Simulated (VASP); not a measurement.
ZnO: single point with r2SCAN

Crystal: ZnO.

```
Zn O
1.0
     3.29880    0.00000    0.00000
    -1.64940    2.85684    0.00000
     0.00000    0.00000    5.31315
Zn O
2 2
Direct
  0.33333 0.66667 0.99765
  0.66667 0.33333 0.49765
  0.33333 0.66667 0.37735
  0.66667 0.33333 0.87735
```

This cell differs from its parent crystal: volume changed by +6%.

```yaml
Program: VASP 6.6.1
Task: single point
Functional: r2SCAN
Potentials_or_basis: VASP PAW PBE potentials, release 64 (Zn, O)
Cutoff: 520 eV
k_mesh: 9 × 9 × 4
Occupations: gaussian, width 0.01 eV
Spin: no spin polarisation
```

| Property | Result |
| --- | --- |
| Pressure | -6.9 GPa |
| Band gap on the k mesh | 1.14 eV, direct |

Stress tensor (GPa, compression positive):
```
-6.84  0.00  0.00
 0.00 -6.84  0.00
 0.00  0.00 -6.99
```

Levels at points of the mesh, in eV from the valence-band top:
| k point | band 16 | band 17 | band 18 | band 19 | band 20 | band 21 |
| --- | --- | --- | --- | --- | --- | --- |
| (0.00, 0.00, 0.00) | -0.08 | 0.00 | 0.00 | 1.14 | 5.64 | 8.62 |
| (0.00, 0.00, 0.50) | -0.37 | -0.37 | -0.37 | 3.79 | 3.79 | 10.57 |

Wall time 4.5 min on 1 thread of Intel(R) Xeon(R) Platinum 8259CL CPU @ 2.50GHz (Skylake/Cascade Lake), on a shared host, peak memory 0.2 GiB.

Caveat: the PAW data sets were made with another functional, which shifts forces and pressure a little.
